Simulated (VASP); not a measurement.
The system is GaGe.

```
Ge Ga
1.0
     0.00000    2.85868    2.85868
     2.85868    0.00000    2.85868
     2.85868    2.85868    0.00000
Ge Ga
1 1
Cartesian
  0.0000 0.0000 0.0000
  1.4293 1.4293 1.4293
```

This cell differs from its parent crystal: volume scaled by 0.96.

Base run:

* Program: VASP 6.6.1
* Functional: LDA
* Potentials or basis: VASP PAW LDA potentials, release 64 (Ge_d, Ga_d)
* Cutoff: 520 eV
* k mesh: 8 × 8 × 8
* Occupations: fermi-dirac, width 0.05 eV
* Spin: no spin polarisation

Its results: pressure -2.1 GPa.

Task: The run is repeated on the same cell with these changes: functional from LDA to r2SCAN; potentials or basis from VASP PAW LDA potentials, release 64 (Ge_d, Ga_d) to VASP PAW PBE potentials, release 64 (Ge_d, Ga_d). What comes out?

Result: Pressure 0.0 GPa.

Caveats: the PAW data sets were made with another functional, which shifts forces and pressure a little (some runs).
